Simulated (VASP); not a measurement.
Crystal: Zn.

```
CELL_PARAMETERS angstrom
0.00000 1.93822 1.93822
1.93822 0.00000 1.93822
1.93822 1.93822 0.00000
ATOMIC_POSITIONS crystal
Zn 0.00000 0.00000 0.00000
```

This cell differs from its parent crystal: volume scaled by 0.96.

Base run:

```yaml
Program: VASP 6.6.1
Functional: PBE
Potentials_or_basis: VASP PAW PBE potentials, release 64 (Zn)
Cutoff: 520 eV
k_mesh: 12 × 12 × 12
Occupations: fermi-dirac, width 0.05 eV
Spin: no spin polarisation
```

Its results: band gap on the k mesh zero (band 6 reaches 5.66 eV, above the bottom of band 7 at 2.07 eV); pressure 3.2 GPa.

The run is repeated on the same cell with these changes: functional from PBE to PBEsol. What comes out?

Band gap on the k mesh zero (band 6 reaches 5.47 eV, above the bottom of band 7 at 1.89 eV); pressure -2.1 GPa.

PBEsol binds more tightly than PBE, so the same cell stands under less pressure.

Caveats: the PAW data sets were made with another functional, which shifts forces and pressure a little (some runs).
